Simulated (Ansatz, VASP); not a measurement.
## Two plane-wave programs on Mo

```
Mo
1.0
     2.86835    0.00000    0.00000
    -1.43417    2.48406    0.00000
     0.00000    0.00000    9.25705
Mo
4
Direct
  0.33333 0.66667 0.38182
  0.66667 0.33333 0.88182
  0.66667 0.33333 0.61818
  0.33333 0.66667 0.11818
```

Alike in both runs: functional PBE; k mesh 18 × 18 × 6; occupations gaussian, width 0.1 eV; no spin polarisation.

Ansatz relaxed the structure, and its values are those at the end. VASP's run is a single point on that final structure, the one shown.

|  | VASP | Ansatz |
| --- | --- | --- |
| version | VASP 6.6.1 | Ansatz 0.2.0 |
| potentials or method | VASP PAW PBE potentials, release 64 (Mo_sv), cutoff 520 eV | scalar-relativistic, plane waves, PAW |
| valence electrons in the cell | 56 | 56 |

```tsv
	VASP	Ansatz	Ansatz less VASP
gap on the k mesh at the Fermi level (eV)	none	none	-
pressure (GPa)	0.5	0.0	-0.53
rms of the force components (eV/Å)	0.017	0.004	-0.0128
```

A gap of «none» marks a metal or a gap that the smearing closes.
